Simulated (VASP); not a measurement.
A run of VASP 6.6.1 is set up as follows.

Contents of POSCAR:

```
PtSe
1.0
    0.0000000000      3.0374472300      3.0374472300
    3.0374472300      0.0000000000      3.0374472300
    3.0374472300      3.0374472300      0.0000000000
Pt Se
1 1
Direct
    0.0000000000      0.0000000000      0.0000000000
    0.2500000000      0.2500000000      0.2500000000
```

File INCAR.step1:

```
PREC = Accurate ; ENCUT = 520
EDIFF = 1E-5 ; ISMEAR = -1
SIGMA = 0.05 ; LREAL = F
LASPH = T ; NELM = 100
ALGO = Normal ; ISIF = 2
LWAVE = T ; LCHARG = F
GGA = PE ; NBANDS = 15
```

Contents of INCAR.step2:

```
PREC = Accurate ; ENCUT = 520
EDIFF = 1E-7 ; ISMEAR = -1
SIGMA = 0.05 ; LREAL = F
LASPH = T ; NELM = 100
ALGO = Normal ; ISIF = 2
LWAVE = F ; LCHARG = F
GGA = PE ; LHFCALC = T
AEXX = 0.25 ; PRECFOCK = Normal
ISTART = 1 ; NBANDS = 15
```

KPOINTS

```
regular mesh
0
Gamma
  4 4 4
```

Potentials or basis: VASP PAW PBE potentials, release 64 (Pt, Se).

Run with:

```bash
$ cat potpaw_PBE.64/Pt/POTCAR potpaw_PBE.64/Se/POTCAR > POTCAR
$ cp INCAR.step1 INCAR
$ mpirun -np 1 vasp_std > vasp.out
$ cp INCAR.step2 INCAR
$ mpirun -np 1 vasp_std > vasp.out
```

**Question.** What does it give for the band gap on the k mesh?

**Answer.** Zero (bands 8 and 9 overlap by 3.78 eV).

**Question.** What does it give for the pressure?

**Answer.** -13.9 GPa.

Caveat: the k points lie up to 0.45 Å⁻¹ apart, too coarse for converged energies and pressures of a metal; the PAW data sets were made with another functional, which shifts forces and pressure a little; spin-orbit coupling is left out, which moves the levels of the heavy elements.
